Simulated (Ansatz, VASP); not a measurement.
**Two plane-wave programs on Ga**

```
CELL_PARAMETERS angstrom
-1.62374 1.62374 1.62374
1.62374 -1.62374 1.62374
1.62374 1.62374 -1.62374
ATOMIC_POSITIONS crystal
Ga 0.00000 0.00000 0.00000
```

Change from the starting cell: volume scaled by 0.891, to set the pressure.

Alike in both runs: task single point; functional PBE; k mesh 17 × 17 × 17; occupations fermi-dirac, width 0.05 eV; no spin polarisation.

```csv
,VASP,Ansatz
version,VASP 6.6.1,Ansatz 0.2.0
potentials or method,"VASP PAW PBE potentials, release 64 (Ga_d)","PAW with Ansatz's default frozen-core files, scalar-relativistic"
plane-wave cutoff (eV),520,420
valence electrons in the cell,13,13
```

|  | VASP | Ansatz | Ansatz less VASP |
| --- | --- | --- | --- |
| pressure (GPa) | 7.5 | 7.4 | -0.12 |
